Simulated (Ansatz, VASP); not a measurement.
**Two plane-wave programs on LiF**

```xyz
2
Lattice="0.0000 1.9939 2.0140 2.0140 0.0000 2.0140 2.0140 1.9939 0.0000" Properties=species:S:1:pos:R:3 pbc="T T T"
Li    0.0000    0.0000    0.0000
F     2.0140    1.9939    2.0140
```

Change from the starting cell: strain -0.0100 x Voigt [0, 1, 0, 0, 0, 0], atoms carried along.

Alike in both runs: task single point; functional r2SCAN; k mesh 10 × 10 × 10; occupations gaussian, width 0.05 eV; no spin polarisation.

|  | VASP | Ansatz |
| --- | --- | --- |
| version | VASP 6.6.1 | Ansatz 0.2.0 |
| potentials or method | VASP PAW PBE potentials, release 64 (Li_sv, F), cutoff 520 eV | scalar-relativistic, plane waves, PAW |
| valence electrons in the cell | 10 | 10 |

```csv
,VASP,Ansatz,Ansatz less VASP
gap on the k mesh at the Fermi level (eV),10.36,10.14,-0.218
least direct gap on the mesh (eV),10.36,10.14,-0.218
```

VASP's potentials were made for PBE, not for r2SCAN.

Noted on VASP's run: the cutoff is short for stress, so the pressure is rough.
